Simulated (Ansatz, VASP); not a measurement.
## CsMn: VASP beside Ansatz

The input INCAR:

```
ALGO     = Normal         # electronic algorithm
EDIFF    = 1E-7           # SCF threshold, eV
EDIFFG   = -0.04          # ionic threshold
ENCUT    = 500            # plane-wave cutoff, eV
GGA      = PE             # functional
GGA_COMPAT= F            
IBRION   = 2              # ionic algorithm
ISIF     = 3              # what is computed and relaxed
ISMEAR   = 0              # smearing method
ISPIN    = 2              # spin polarisation
LASPH    = T              # aspherical terms in the spheres
LCHARG   = F              # write CHGCAR
LMAXMIX  = 4              # l up to which the mixer works
LORBIT   = 11             # projections on sites
LREAL    = F              # projectors in reciprocal space
LWAVE    = F              # write WAVECAR
MAGMOM   = 0 4.61         # initial moments
NELM     = 200            # most SCF steps
NELMIN   = 4            
NSW      = 90             # ionic steps
PREC     = Accurate       # precision mode
SIGMA    = 0.1            # smearing width, eV
```

Contents of KPOINTS:

```
k-points
0
Gamma
  4 4 4
```

File POSCAR:

```
CsMn
1.0
    3.9160038254      0.0000000000      0.0000000000
    0.0000000000      3.9160038254      0.0000000000
    0.0000000000      0.0000000000      3.9160038254
Cs Mn
1 1
Direct
    0.0000000000      0.0000000000      0.0000000000
    0.5000000000      0.5000000000      0.5000000000
```

Input for Ansatz:

```yaml
crystal:
  lattice:
    - [3.9160038254, 0.0, 0.0]
    - [0.0, 3.9160038254, 0.0]
    - [0.0, 0.0, 3.9160038254]
  atoms:
    - { symbol: Cs, position: [0.0, 0.0, 0.0] }
    - { symbol: Mn, position: [0.5, 0.5, 0.5], spin: 4.61 }
basis:
  ecutwfc: 420
kpoints:
  mp_grid: { grid: [4, 4, 4] }
hamiltonian:
  xc: pbe
scf:
  occupations: { method: gaussian, width: 0.1 }
  lower_state_search: "off"
output:
  forces: true
  stress: true
  eigenvalues: true
  populations: true
magnetization:
  spin_polarized: true
relax:
  adjacent_minimum: "off"
  f_tol: 0.04
  max_steps: 70
  cell: { stress_tol: 0.4 }
```

Alike in both runs: task relaxation of cell and atoms; functional PBE; k mesh 4 × 4 × 4; occupations gaussian, width 0.1 eV; collinear spin.

|  | VASP | Ansatz |
| --- | --- | --- |
| version | VASP 6.6.1 | Ansatz 0.2.0 |
| potentials or method | VASP PAW PBE potentials, release 64 (Cs_sv, Mn_pv), cutoff 500 eV | scalar-relativistic, plane waves, PAW |
| valence electrons in the cell | 22 | 24 |

Ansatz gave:

```
gap on the k mesh at the Fermi level, each at its own relaxed structure (eV) : none
net moment per atom (μB)                                                     : 2.26
size of the moment on the site where the two differ most (μB)                : 4.59
relaxed volume (Å³/atom)                                                     : 47.70
relaxed cell length with the largest relative difference (Å)                 : 4.569
```

Estimate VASP's values.

gap on the k mesh at the Fermi level, each at its own relaxed structure (eV): none; net moment per atom (μB): 2.25; size of the moment on the site where the two differ most (μB): 4.23; relaxed volume (Å³/atom): 46.34; relaxed cell length with the largest relative difference (Å): 4.526.

Site moments also hang on the region over which each program counts them. A gap of «none» marks a metal or a gap that the smearing closes. VASP's potentials hold 22 valence electrons a cell and Ansatz's 24, so a difference there can come from the potentials and not from the codes.

The k mesh is coarse, so the values compare programs but aren't converged. Spin-orbit coupling is off throughout. Noted on VASP's run: the volume moved by over 15 % at a fixed basis, so the end points are rough.
